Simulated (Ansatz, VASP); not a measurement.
**Two plane-wave programs on HfO2**

```
CELL_PARAMETERS angstrom
0.00000 2.52916 2.52916
2.60504 0.00000 2.52916
2.60504 2.52916 0.00000
ATOMIC_POSITIONS crystal
Hf 0.00000 0.00000 0.00000
O 0.25000 0.25000 0.25000
O 0.75000 0.75000 0.75000
```

Change from the starting cell: strain +0.0300 x Voigt [1, 0, 0, 0, 0, 0], atoms carried along.

Alike in both runs: task single point; functional r2SCAN; k mesh 8 × 8 × 8; occupations gaussian, width 0.05 eV; no spin polarisation.

|  | VASP | Ansatz |
| --- | --- | --- |
| version | VASP 6.6.1 | Ansatz 0.2.0 |
| potentials or method | VASP PAW PBE potentials, release 64 (Hf_pv, O), cutoff 520 eV | scalar-relativistic, plane waves, PAW |
| valence electrons in the cell | 22 | 38 |

|  | VASP | Ansatz | Ansatz less VASP |
| --- | --- | --- | --- |
| gap on the k mesh at the Fermi level (eV) | 4.03 | 4.03 | +0.004 |
| least direct gap on the mesh (eV) | 4.07 | 4.07 | -0.004 |
| pressure (GPa) | -11.1 | -7.5 | +3.61 |
| traceless stress, the component that is largest in VASP (GPa) | -9.54 | -9.39 | +0.153 |

VASP's potentials were made for PBE, not for r2SCAN. The functional is the same, so the differences come from potentials, cutoffs and numerics. VASP's potentials hold 22 valence electrons a cell and Ansatz's 38, so a difference there can come from the potentials and not from the codes.

Spin-orbit coupling is off throughout.
